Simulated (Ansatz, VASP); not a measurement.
Given: the input of a run of Ansatz 0.2.0 on BiS.

The input input.yaml:

```yaml
crystal:
  lattice:
    - [4.00294434, 0.0, 0.0]
    - [0.0, 4.00294434, 0.0]
    - [0.0, 0.0, 4.00294434]
  atoms:
    - { symbol: Bi, position: [0.5, 0.5, 0.5] }
    - { symbol: S, position: [0.0, 0.0, 0.0] }
hamiltonian:
  xc: pbe
  pseudopotentials: { kind: paw }
  dispersion: d4
kpoints:
  mp_grid: { grid: [7, 7, 7] }
scf:
  occupations: { method: fermi_dirac, width: 0.05 }
output:
  forces: true
  stress: true
  eigenvalues: true
relax:
  f_tol: 0.01
  max_steps: 40
  cell: { stress_tol: 0.05 }
```

Potentials or basis: Ansatz PAW.

Launch:

```sh
$ ansatz run input.yaml --threads 2 --pin off --max-ram 5632MiB --backend cpu --events-out ev --progress --plain --runs-dir out
```

Set up the same calculation for VASP 6.6.1. Potentials there: VASP PAW PBE potentials, release 64 (Bi_d, S).

As run (the cutoff follows the program's own potentials):

INCAR

```
PREC = Accurate ; ENCUT = 600
EDIFF = 1E-7 ; ISMEAR = -1
SIGMA = 0.05 ; LREAL = False
LASPH = True ; NELM = 60
ALGO = Normal ; ISIF = 3
LWAVE = False ; LCHARG = False
GGA = PE ; IVDW = 13
IBRION = 2 ; NSW = 60
EDIFFG = -0.01
```

Contents of KPOINTS:

```
Automatic mesh
0
Gamma
  7 7 7
```

File POSCAR:

```
BiS
1.0
    4.0029443400      0.0000000000      0.0000000000
    0.0000000000      4.0029443400      0.0000000000
    0.0000000000      0.0000000000      4.0029443400
Bi S
1 1
Direct
    0.5000000000      0.5000000000      0.5000000000
    0.0000000000      0.0000000000      0.0000000000
```

Potentials or basis: VASP PAW PBE potentials, release 64 (Bi_d, S).

Launch:

```console
$ cat potpaw_PBE.64/Bi_d/POTCAR potpaw_PBE.64/S/POTCAR > POTCAR
$ mpirun -np 1 vasp_std > vasp.out
```

Both were run:

|  | VASP | Ansatz | Ansatz less VASP |
| --- | --- | --- | --- |
| gap on the k mesh at the Fermi level, each at its own relaxed structure (eV) | none | none | - |
| relaxed volume (Å³/atom) | 22.31 | 22.32 | +0.008 |
| relaxed cell length with the largest relative difference (Å) | 3.547 | 3.547 | +0.0004 |

A gap of «none» marks a metal or a gap that the smearing closes.

Spin-orbit coupling is off throughout. Noted on VASP's run: the volume moved by over 15 % at a fixed basis, so the end points are rough. Noted on Ansatz's run: the volume moved by over 15 % at a fixed basis, so the end points are rough; the plane-wave basis is chosen anew once the cell has moved, so the energies of steps on either side of that aren't comparable.
